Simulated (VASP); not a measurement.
# InHgH3 (P6_3/mmc) in VASP: single point with PBE

Aim: the single point of InHgH3 with PBE.

All numbers are computed with VASP 6.6.1; they aren't measurements. Logs are shortened: lines on timing, memory, paths and dates and some standing lists are left out, and cuts for length are marked.

## 1. The cell of the first run

Symmetry: P6_3/mmc, No. 194, hexagonal system. The conventional cell has a = 7.187 Å, b = 7.187 Å, c = 5.439 Å, α = 90.00°, β = 90.00°, γ = 120.00°. Within 2.7 Å of In (site symmetry -3m) lie 6 H at 2.03 Å. Hg (site symmetry -6m2) has 12 H at 3.64 to 3.79 Å and 6 In at 4.37 Å within 4.8 Å. H (site symmetry mm2) has 2 In at 2.03 Å and 2 H at 2.60 Å within 2.7 Å.

## 2. Single point, PBE

Contents of INCAR:

```
SYSTEM = InHgH3
  PREC = Accurate
  ENCUT = 520
  EDIFF = 1E-7
  ISMEAR = 0
  SIGMA = 0.1
  LREAL = .False.
  LASPH = .True.
  NELM = 100
  ALGO = Normal
  ISIF = 2
  LWAVE = .False.
  LCHARG = .False.
  GGA = PE
  NBANDS = 39
```

Contents of KPOINTS:

```
Automatic mesh
0
Gamma
  6 6 8
  0 0 0
```

Contents of POSCAR:

```
InHgH3
1.0
    7.1869736203      0.0000000000      0.0000000000
   -3.5934868101      6.2241017315      0.0000000000
    0.0000000000      0.0000000000      5.4385584983
In Hg H
2 2 6
Direct
    0.0000000000      0.0000000000      0.5000000000
    0.0000000000      0.0000000000      0.0000000000
    0.3333333333      0.6666666667      0.7500000000
    0.6666666667      0.3333333333      0.2500000000
    0.1206874928      0.2413749856      0.2500000000
    0.8793125072      0.1206874928      0.7500000000
    0.8793125072      0.7586250144      0.7500000000
    0.1206874928      0.8793125072      0.2500000000
    0.7586250144      0.8793125072      0.2500000000
    0.2413749856      0.1206874928      0.7500000000
```

Potentials or basis: VASP PAW PBE potentials, release 64 (In_d, Hg, H).

Launch:

```sh
> cat potpaw_PBE.64/In_d/POTCAR potpaw_PBE.64/Hg/POTCAR potpaw_PBE.64/H/POTCAR > POTCAR
> mpirun -np 1 vasp_std > vasp.out
```

OUTCAR:

```text
SYSTEM = InHgH3
   PREC = Accurate
   ENCUT = 520
   EDIFF = 1E-7
   ISMEAR = 0
   LREAL = .False.
   LASPH = .True.
   NELM = 100
   ISIF = 2
   GGA = PE

 ion  position               nearest neighbor table
   1  0.000  0.000  0.500-   6 2.03   8 2.03   7 2.03   5 2.03   9 2.03  10 2.03   2 2.72   2 2.72

   2  0.000  0.000  0.000-   6 2.03   8 2.03   7 2.03   5 2.03   9 2.03  10 2.03   1 2.72   1 2.72

   3  0.333  0.667  0.750-
   4  0.667  0.333  0.250-
   5  0.121  0.241  0.250-   1 2.03   2 2.03
   6  0.879  0.121  0.750-   1 2.03   2 2.03
   7  0.879  0.759  0.750-   1 2.03   2 2.03
   8  0.121  0.879  0.250-   1 2.03   2 2.03
   9  0.759  0.879  0.250-   1 2.03   2 2.03
  10  0.241  0.121  0.750-   1 2.03   2 2.03

  LATTYP: Found a hexagonal cell.
 ALAT       =     7.1869736203
 C/A-ratio  =     0.7567244275

  Lattice vectors:

 A1 = (   7.1869736203,   0.0000000000,   0.0000000000)
 A2 = (  -3.5934868101,   6.2241017315,   0.0000000000)
 A3 = (   0.0000000000,   0.0000000000,   5.4385584983)

Analysis of symmetry for initial positions (statically):
=====================================================================
 Subroutine PRICEL returns:
 Original cell was already a primitive cell.

 Routine SETGRP: Setting up the symmetry group for a
 hexagonal supercell.

 Subroutine GETGRP returns: Found 24 space group operations
 (whereof 12 operations were pure point group operations)
 out of a pool of 24 trial point group operations.

The static configuration has the point symmetry D_3d.
 The point group associated with its full space group is D_6h.

Analysis of symmetry for dynamics (positions and initial velocities):
=====================================================================
 Subroutine PRICEL returns:
 Original cell was already a primitive cell.

 Routine SETGRP: Setting up the symmetry group for a
 hexagonal supercell.

 Subroutine GETGRP returns: Found 24 space group operations
 (whereof 12 operations were pure point group operations)
 out of a pool of 24 trial point group operations.

The dynamic configuration has the point symmetry D_3d.
 The point group associated with its full space group is D_6h.

 Subroutine INISYM returns: Found 24 space group operations
 (whereof 12 operations are pure point group operations),
 and found     1 'primitive' translations

----------------------------------------------------------------------------------------

                                     Primitive cell

  volume of cell :     243.2801

  direct lattice vectors                    reciprocal lattice vectors
     7.186973620  0.000000000  0.000000000     0.139140625  0.080332877  0.000000000
    -3.593486810  6.224101732  0.000000000     0.000000000  0.160665754  0.000000000
     0.000000000  0.000000000  5.438558498     0.000000000  0.000000000  0.183872252

  length of vectors
     7.186973620  7.186973620  5.438558498     0.160665754  0.160665754  0.183872252

  position of ions in fractional coordinates (direct lattice)
     0.000000000  0.000000000  0.500000000
     0.000000000  0.000000000  0.000000000
     0.333333333  0.666666667  0.750000000
     0.666666667  0.333333333  0.250000000
     0.120687493  0.241374986  0.250000000
     0.879312507  0.120687493  0.750000000
     0.879312507  0.758625014  0.750000000
     0.120687493  0.879312507  0.250000000
     0.758625014  0.879312507  0.250000000
     0.241374986  0.120687493  0.750000000

  ion indices of the primitive-cell ions
   primitive index   ion index
                 1           1
                 2           2
                 3           3
                 4           4
                 5           5
                 6           6
                 7           7
                 8           8
                 9           9
                10          10

----------------------------------------------------------------------------------------

 KPOINTS: Automatic mesh

Automatic generation of k-mesh.
 Grid dimensions read from file:
 generate k-points for:    6    6    8

 Generating k-lattice:

  Cartesian coordinates                     Fractional coordinates (reciprocal lattice)
     0.023190104  0.013388813  0.000000000     0.166666667  0.000000000  0.000000000
     0.000000000  0.026777626  0.000000000     0.000000000  0.166666667  0.000000000
     0.000000000  0.000000000  0.022984032     0.000000000  0.000000000  0.125000000

  Length of vectors
     0.026777626  0.026777626  0.022984032

  Shift w.r.t. Gamma in fractional coordinates (k-lattice)
     0.000000000  0.000000000  0.000000000

 Subroutine IBZKPT returns following result:
 ===========================================

 Found     35 irreducible k-points:

 Following reciprocal coordinates:
            Coordinates               Weight
  0.000000  0.000000  0.000000      1.000000
  0.166667 -0.000000  0.000000      6.000000
  0.333333 -0.000000  0.000000      6.000000
  0.500000 -0.000000  0.000000      3.000000
  0.166667  0.166667  0.000000      6.000000
  0.333333  0.166667  0.000000     12.000000
[... 16 lines left out ...]
  0.166667 -0.000000  0.375000     12.000000
  0.333333 -0.000000  0.375000     12.000000
 [... further k-points ...]
   k-points           NKPTS =     35   k-points in BZ     NKDIM =     35   number of bands    NBANDS=     39
   number of dos      NEDOS =    301   number of ions     NIONS =     10
   total plane-waves  NPLWV = 116640
   dimension x,y,z NGX =    54 NGY =   54 NGZ =   40
   dimension x,y,z NGXF=   108 NGYF=  108 NGZF=   80
   ions per type =               2   2   6
   NGX,Y,Z   is equivalent  to a cutoff of  12.49, 12.49, 12.23 a.u.
   NGXF,Y,Z  is equivalent  to a cutoff of  24.98, 24.98, 24.45 a.u.
 SYSTEM =  InHgH3
   PREC   = accura    normal or accurate (medium, high low for compatibility)
   ISTART =      0    job   : 0-new  1-cont  2-samecut
   ICHARG =      2    charge: 1-file 2-atom 10-const
   ISPIN  =      1    spin polarized calculation?
   LNONCOLLINEAR =      F non collinear calculations
   LSORBIT =      F    spin-orbit coupling
   LASPH  =      T    aspherical Exc in radial PAW
   ENCUT  =  520.0 eV  38.22 Ry    6.18 a.u.  13.36 13.36 10.11*2*pi/ulx,y,z
   NELM   =    100;   NELMIN=  2; NELMDL= -5     # of ELM steps
   EDIFF  = 0.1E-06   stopping-criterion for ELM
   LREAL  =      F    real-space projection
   EDIFFG = 0.1E-05   stopping-criterion for IOM
   NSW    =      0    number of steps for IOM
   IBRION =     -1    ionic relax: 0-MD 1-quasi-New 2-CG
   NFREE  =      0    steps in history (QN), initial steepest desc. (CG)
   ISIF   =      2    stress and relaxation
   ISYM   =      2    0-nonsym 1-usesym 2-fastsym
   POTIM  = 0.5000    time-step for ionic-motion
   TEBEG  =    0.0;   TEEND  =   0.0 temperature during run
   PSTRESS=    0.0 pullay stress
   NELECT =      56.0000    total number of electrons
   NUPDOWN=      -1.0000    fix difference up-down
   EMIN   =  10.00;   EMAX   =-10.00  energy-range for DOS
   EFERMI =   0.00;   METHOD = LEGACY
   ISMEAR =     0;   SIGMA  =   0.10  broadening in eV -4-tet -1-fermi 0-gaus
   EFERMI_NEDOS =   21; number of points for ismear=-14 and -15
   IALGO  =     38    algorithm
   IMIX   =      4    mixing-type and parameters
     AMIX     =   0.40;   BMIX     =  1.00
     AMIX_MAG =   1.60;   BMIX_MAG =  1.00
  volume/ion in A,a.u.               =      24.33       164.17
  Fermi-wavevector in a.u.,A,eV,Ry     =   1.003310  1.895982 13.696057  1.006632
  Thomas-Fermi vector in A             =   2.135854
   LORBIT       =      0    0 simple, 1 ext, 2 COOP (PROOUT), +10 PAW based schemes
   GGA     = PE    functional components
   LHFCALC =     F    Hartree Fock is set to
   AEXX    =    0.0000 exact exchange contribution
   IVDW    =     0    specifies the selected vdW correction
   LEPSILON=     F    determine dielectric tensor
   LRPA    =     F    only Hartree local field effects (RPA)
 non-spin polarized calculation
 Gauss-broadening in eV      SIGMA  =   0.10
  energy-cutoff  :      520.00
  volume of cell :      243.28
 maximum number of plane-waves:      6578
 NGX is ok and might be reduce to    54
   NGX = 27   NGY = 27   NGZ = 21

 number of electron      55.9999972 magnetization

 Free energy of the ion-electron system (eV)
  ---------------------------------------------------
  ext. energy  EPLUGINS =         0.00000000
  ---------------------------------------------------
  free energy    TOTEN  =       -20.20401950 eV

  energy without entropy =      -20.18780134  energy(sigma->0) =      -20.19591042

 E-fermi :  -1.3642     XC(G=0):  -6.8962

 val. band max:       -1.3670487368   @ k =   0.1667   0.1667   0.0000
 cond. band min:      -1.3609872038   @ k =   0.3333  -0.0000   0.0000
 fundamental gap:      0.0060615331
 Fermi energy:        -1.3642314312

 k-point     1 :       0.0000    0.0000    0.0000
  band No.  band energies     occupation
      1     -16.3045      2.00000
      2     -15.8688      2.00000
      3     -15.8688      2.00000
      4     -15.3878      2.00000
      5     -15.3878      2.00000
      6     -15.2872      2.00000
[... 31 lines left out ...]
     38       4.5148      0.00000
     39       5.4361      0.00000

 k-point     2 :       0.1667   -0.0000    0.0000
  band No.  band energies     occupation
      1     -16.3045      2.00000
      2     -15.8688      2.00000
      3     -15.8688      2.00000
      4     -15.3878      2.00000
      5     -15.3878      2.00000
      6     -15.2873      2.00000
[... 31 lines left out ...]
     38       5.0509      0.00000
     39       5.2660      0.00000

 k-point     3 :       0.3333   -0.0000    0.0000
  band No.  band energies     occupation
      1     -16.3044      2.00000
      2     -15.8689      2.00000
      3     -15.8688      2.00000
      4     -15.3878      2.00000
      5     -15.3877      2.00000
      6     -15.2873      2.00000
[... 832 lines left out ...]
 k-point    23 :       0.1667   -0.0000    0.3750
  band No.  band energies     occupation
      1     -15.8622      2.00000
      2     -15.6564      2.00000
      3     -15.6564      2.00000
      4     -15.3854      2.00000
      5     -15.3854      2.00000
      6     -15.3524      2.00000
[... 31 lines left out ...]
     38       5.7593      0.00000
     39       6.4034      0.00000

 k-point    24 :       0.3333   -0.0000    0.3750
  band No.  band energies     occupation
      1     -15.8622      2.00000
      2     -15.6564      2.00000
      3     -15.6564      2.00000
      4     -15.3854      2.00000
      5     -15.3854      2.00000
      6     -15.3524      2.00000
[... 31 lines left out ...]
     38       5.5282      0.00000
     39       5.6613      0.00000

 [... further k-points ...]
[... 5 lines left out ...]
  --------------------------------------------------------------------------------------
  -------------------------------------------------------------------------------------
  Total       -0.0842803     -0.0842803     -0.0968582     -0.0000000      0.0000000      0.0000000
  in kB       -0.5550474     -0.5550474     -0.6378818     -0.0000000      0.0000000      0.0000000
  external PRESSURE =      -0.5826589 kB  Pullay stress =       0.0000000 kB

 VOLUME and BASIS-vectors are now :
 -----------------------------------------------------------------------------
  energy-cutoff  :      520.00
  volume of cell :      243.28
      direct lattice vectors                 reciprocal lattice vectors
     7.186973620  0.000000000  0.000000000     0.139140625  0.080332877  0.000000000
    -3.593486810  6.224101732  0.000000000     0.000000000  0.160665754  0.000000000
     0.000000000  0.000000000  5.438558498     0.000000000  0.000000000  0.183872252

 POSITION                                       TOTAL-FORCE (eV/Angst)
 -----------------------------------------------------------------------------------
      0.00000      0.00000      2.71928        -0.000000     -0.000000     -0.000000
      0.00000      0.00000      0.00000        -0.000000     -0.000000     -0.000000
     -0.00000      4.14940      4.07892        -0.000000     -0.000000      0.000000
      3.59349      2.07470      1.35964        -0.000000     -0.000000      0.000000
      0.00000      1.50234      1.35964         0.000000      0.000766     -0.000000
      5.88591      0.75117      4.07892        -0.000663      0.000383     -0.000000
      3.59349      4.72176      4.07892        -0.000000     -0.000766      0.000000
     -2.29242      5.47293      1.35964         0.000663     -0.000383     -0.000000
      2.29242      5.47293      1.35964        -0.000663     -0.000383     -0.000000
      1.30107      0.75117      4.07892         0.000663      0.000383     -0.000000
 -----------------------------------------------------------------------------------
    total drift:                                0.000000      0.000000     -0.000000

  FREE ENERGIE OF THE ION-ELECTRON SYSTEM (eV)
  ---------------------------------------------------
  free  energy   TOTEN  =       -20.2040194962 eV

  energy  without entropy=      -20.1878013408  energy(sigma->0) =      -20.19591042
```

It took 4.1 min on 1 thread of Intel Xeon Platinum 8488C (Sapphire Rapids), shared host; peak memory 0.52 GiB.

What came out:

* Free energy: -20.2040 eV
* Pressure: -0.1 GPa
* Band gap on the k mesh: zero (band 28 reaches -1.35 eV, above the bottom of band 29 at -1.39 eV)

Caveat: spin-orbit coupling is left out, which moves the levels of the heavy elements.
